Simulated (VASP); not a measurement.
# Zn5Cd2Te: single point with PBE

Crystal: Zn5Cd2Te.

```
CELL_PARAMETERS angstrom
4.36585 0.00000 0.00000
0.00000 4.36585 0.00000
0.00000 0.00000 8.36987
ATOMIC_POSITIONS crystal
Zn 0.00000 0.50000 0.74440
Zn 0.50000 0.50000 0.00000
Zn 0.50000 0.00000 0.74440
Zn 0.00000 0.50000 0.25560
Zn 0.50000 0.00000 0.25560
Cd 0.00000 0.00000 0.50000
Cd 0.50000 0.50000 0.50000
Te 0.00000 0.00000 0.00000
```

| Item | Value |
| --- | --- |
| Program | VASP 6.6.1 |
| Task | single point |
| Functional | PBE |
| Potentials or basis | VASP PAW PBE potentials, release 64 (Zn, Cd, Te) |
| Cutoff | 520 eV |
| k mesh | 4 × 4 × 2 |
| Occupations | gaussian, width 0.2 eV |
| Spin | no spin polarisation |
| Dipole correction | no |
| Further INCAR settings | ALGO = Fast; EDIFF = 1e-06; NBANDS = 55 |

```yaml
Pressure: -0.5 GPa
Largest_force: 0.036 eV/Å
Band_gap_on_the_k_mesh: zero (band 45 reaches 4.48 eV, above the bottom of band 46 at 1.30 eV)
```

Forces on the atoms (eV/Å):
```
Zn   0.000  0.000  0.036
Zn   0.000  0.000  0.000
Zn   0.000  0.000  0.036
Zn   0.000  0.000 -0.036
Zn   0.000  0.000 -0.036
Cd   0.000  0.000  0.000
Cd   0.000  0.000  0.000
Te   0.000  0.000  0.000
```

Stress tensor (GPa, compression positive):
```
-0.48  0.00  0.00
 0.00 -0.48  0.00
 0.00  0.00 -0.60
```

Levels at points of the mesh, in eV from the Fermi level:
| k point | band 40 | band 41 | band 42 | band 43 | band 44 | band 45 | band 46 | band 47 | band 48 | band 49 |
| --- | --- | --- | --- | --- | --- | --- | --- | --- | --- | --- |
| (0.00, 0.00, 0.00) | -3.20 | -3.20 | -2.18 | -0.25 | 0.26 | 0.26 | 0.68 | 0.76 | 1.41 | 1.41 |
| (0.50, 0.00, 0.00) | -4.96 | -4.53 | -2.07 | -0.82 | -0.39 | 0.81 | 1.11 | 1.76 | 1.85 | 2.77 |
| (0.50, 0.50, 0.00) | -4.30 | -3.54 | -3.54 | -3.15 | -2.38 | -2.34 | -2.34 | -2.02 | 1.53 | 3.15 |
| (0.00, 0.00, 0.50) | -3.06 | -3.06 | -2.42 | -0.52 | -0.52 | -0.17 | 0.48 | 0.78 | 2.34 | 2.95 |
| (0.50, 0.00, 0.50) | -3.40 | -3.19 | -2.14 | -2.03 | -1.71 | 0.48 | 0.87 | 1.50 | 1.70 | 1.96 |
| (0.50, 0.50, 0.50) | -4.28 | -4.26 | -4.26 | -3.68 | -1.38 | -1.12 | -0.30 | -0.30 | 0.02 | 0.02 |

Run time: 77 s on 1 thread of AMD EPYC 7R43 64-Core Processor (Zen 3) (shared host), peak memory 0.26 GiB.

Caveat: the k points lie up to 0.38 Å⁻¹ apart; spin-orbit coupling is left out, which moves the levels of the heavy elements.
